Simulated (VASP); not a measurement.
# ScAl3 (Pmmm) in VASP: a series of runs, part 2 of 2

VASP 6.6.1.

## (3) Single point, PBE (strain +0.0350 x Voigt [1, -1, 0, 0, 0, 0])

INCAR

```
ALGO = Fast
EDIFF = 1E-6
ENCUT = 520
GGA = PE
ISIF = 2
ISMEAR = 0
LASPH = T
LCHARG = T
LELF = T
LREAL = F
LVHAR = T
LWAVE = F
NBANDS = 18
NELM = 80
PREC = Accurate
SIGMA = 0.15
```

KPOINTS

```
k-points
0
Gamma
  12 12 12
```

POSCAR

```
ScAl3
1.0
    4.2490171677      0.0000000000      0.0000000000
    0.0000000000      3.9616440259      0.0000000000
    0.0000000000      0.0000000000      4.1053305968
Sc Al
1 3
Direct
    0.0000000000      0.0000000000      0.0000000000
    0.5000000000      0.0000000000      0.5000000000
    0.0000000000      0.5000000000      0.5000000000
    0.5000000000      0.5000000000      0.0000000000
```

Potentials or basis: VASP PAW PBE potentials, release 64 (Sc_sv, Al).

Command:

```console
> cat potpaw_PBE.64/Sc_sv/POTCAR potpaw_PBE.64/Al/POTCAR > POTCAR
> mpirun -np 1 vasp_std > vasp.out
```

OUTCAR:

```text
EDIFF = 1E-6
   ENCUT = 520
   GGA = PE
   ISIF = 2
   ISMEAR = 0
   LASPH = T
   LREAL = F
   NELM = 80
   PREC = Accurate

 ion  position               nearest neighbor table
   1  0.000  0.000  0.000-   3 2.85   3 2.85   3 2.85   3 2.85   4 2.90   4 2.90   4 2.90   4 2.90
                             2 2.95   2 2.95   2 2.95   2 2.95
   2  0.500  0.000  0.500-   4 2.85   4 2.85   4 2.85   4 2.85   3 2.90   3 2.90   3 2.90   3 2.90
                             1 2.95   1 2.95   1 2.95   1 2.95
   3  0.000  0.500  0.500-   1 2.85   1 2.85   1 2.85   1 2.85   2 2.90   2 2.90   2 2.90   2 2.90
                             4 2.95   4 2.95   4 2.95   4 2.95
   4  0.500  0.500  0.000-   2 2.85   2 2.85   2 2.85   2 2.85   1 2.90   1 2.90   1 2.90   1 2.90
                             3 2.95   3 2.95   3 2.95   3 2.95

  LATTYP: Found a simple orthorhombic cell.
 ALAT       =     3.9616440259
 B/A-ratio  =     1.0362694301
 C/A-ratio  =     1.0725388601

  Lattice vectors:

 A1 = (   0.0000000000,   3.9616440259,   0.0000000000)
 A2 = (   0.0000000000,   0.0000000000,   4.1053305968)
 A3 = (   4.2490171677,   0.0000000000,   0.0000000000)

Analysis of symmetry for initial positions (statically):
=====================================================================
 Subroutine PRICEL returns:
 Original cell was already a primitive cell.

 Routine SETGRP: Setting up the symmetry group for a
 simple orthorhombic supercell.

 Subroutine GETGRP returns: Found  8 space group operations
 (whereof  8 operations were pure point group operations)
 out of a pool of  8 trial point group operations.

The static configuration has the point symmetry D_2h.

Analysis of symmetry for dynamics (positions and initial velocities):
=====================================================================
 Subroutine PRICEL returns:
[... 132 lines left out ...]
     AMIX     =   0.40;   BMIX     =  1.00
     AMIX_MAG =   1.60;   BMIX_MAG =  1.00
  volume/ion in A,a.u.               =      17.28       116.59
  Fermi-wavevector in a.u.,A,eV,Ry     =   1.082881  2.046349 15.954622  1.172632
  Thomas-Fermi vector in A             =   2.218934
   LORBIT       =      0    0 simple, 1 ext, 2 COOP (PROOUT), +10 PAW based schemes
   GGA     = PE    functional components
   LHFCALC =     F    Hartree Fock is set to
   AEXX    =    0.0000 exact exchange contribution
   IVDW    =     0    specifies the selected vdW correction
   LEPSILON=     F    determine dielectric tensor
   LRPA    =     F    only Hartree local field effects (RPA)
 non-spin polarized calculation
 RMM-DIIS sequential band-by-band and
 Gauss-broadening in eV      SIGMA  =   0.15
  energy-cutoff  :      520.00
  volume of cell :       69.11
 maximum number of plane-waves:      1886
 NGX is ok and might be reduce to    32
   NGX = 15   NGY = 15   NGZ = 15

 number of electron      20.0000001 magnetization

 Free energy of the ion-electron system (eV)
  ---------------------------------------------------
  ext. energy  EPLUGINS =         0.00000000
  ---------------------------------------------------
  free energy    TOTEN  =       -19.23296048 eV

  energy without entropy =      -19.21654535  energy(sigma->0) =      -19.22475292

 E-fermi :   7.1673     XC(G=0): -10.3719

 val. band max:        7.1670440099   @ k =   0.3333   0.2500   0.0000
 cond. band min:       7.1729113446   @ k =   0.0000   0.1667   0.5000
 fundamental gap:      0.0058673347
 Fermi energy:         7.1672813869

 k-point     1 :       0.0000    0.0000    0.0000
  band No.  band energies     occupation
      1     -41.8486      2.00000
      2     -20.5706      2.00000
      3     -20.5483      2.00000
      4     -20.5227      2.00000
      5      -2.8017      2.00000
      6       4.2310      2.00000
[... 481 lines left out ...]
      5      -1.9698      2.00000
      6       2.5271      2.00000
[... 10 lines left out ...]
     17      11.7494      0.00000
     18      12.5944      0.00000

 [... further k-points ...]

------------------------ aborting loop because EDIFF is reached ----------------------------------------

  FORCE on cell =-STRESS in cart. coord.  units (eV):
  Direction    XX          YY          ZZ          XY          YZ          ZX
  --------------------------------------------------------------------------------------
  -------------------------------------------------------------------------------------
  Total       -1.9679398      2.2069056      0.2681826      0.0000000      0.0000000      0.0000000
  in kB      -45.6257829     51.1660955      6.2176896      0.0000000      0.0000000      0.0000000
  external PRESSURE =       3.9193341 kB  Pullay stress =       0.0000000 kB

 VOLUME and BASIS-vectors are now :
 -----------------------------------------------------------------------------
  energy-cutoff  :      520.00
  volume of cell :       69.11
      direct lattice vectors                 reciprocal lattice vectors
     4.249017168  0.000000000  0.000000000     0.235348543  0.000000000  0.000000000
     0.000000000  3.961644026  0.000000000     0.000000000  0.252420458  0.000000000
     0.000000000  0.000000000  4.105330597     0.000000000  0.000000000  0.243585742

 POSITION                                       TOTAL-FORCE (eV/Angst)
 -----------------------------------------------------------------------------------
      0.00000      0.00000      0.00000         0.000000      0.000000      0.000000
      2.12451      0.00000      2.05267         0.000000      0.000000      0.000000
      0.00000      1.98082      2.05267         0.000000      0.000000      0.000000
      2.12451      1.98082      0.00000         0.000000      0.000000      0.000000
 -----------------------------------------------------------------------------------
    total drift:                               -0.000000      0.000000      0.000000

  FREE ENERGIE OF THE ION-ELECTRON SYSTEM (eV)
  ---------------------------------------------------
  free  energy   TOTEN  =       -19.2329604846 eV

  energy  without entropy=      -19.2165453500  energy(sigma->0) =      -19.22475292
```

stdout:

```text
POSCAR found type information on POSCAR ScAl
 POSCAR found :  2 types and       4 ions
 scaLAPACK will be used
 LDA part: xc-table for (Slater+PW92), standard interpolation
 POSCAR, INCAR and KPOINTS ok, starting setup
 FFT: planning ... GRIDC
 FFT: planning ... GRID_SOFT
 FFT: planning ... GRID
 WAVECAR not read
 entering main loop
```

It took 5.2 min on 1 thread of Oxide Virtual Turin-like, shared host; peak memory 0.45 GiB.

What came out:

```
Free energy            : -19.2330 eV
Pressure               : 0.4 GPa
Band gap on the k mesh : zero (band 10 reaches 8.06 eV, above the bottom of band 11 at 4.38 eV)
```

Caveat: the cell differs from its parent crystal (strain +0.0350 x Voigt [1, -1, 0, 0, 0, 0]).
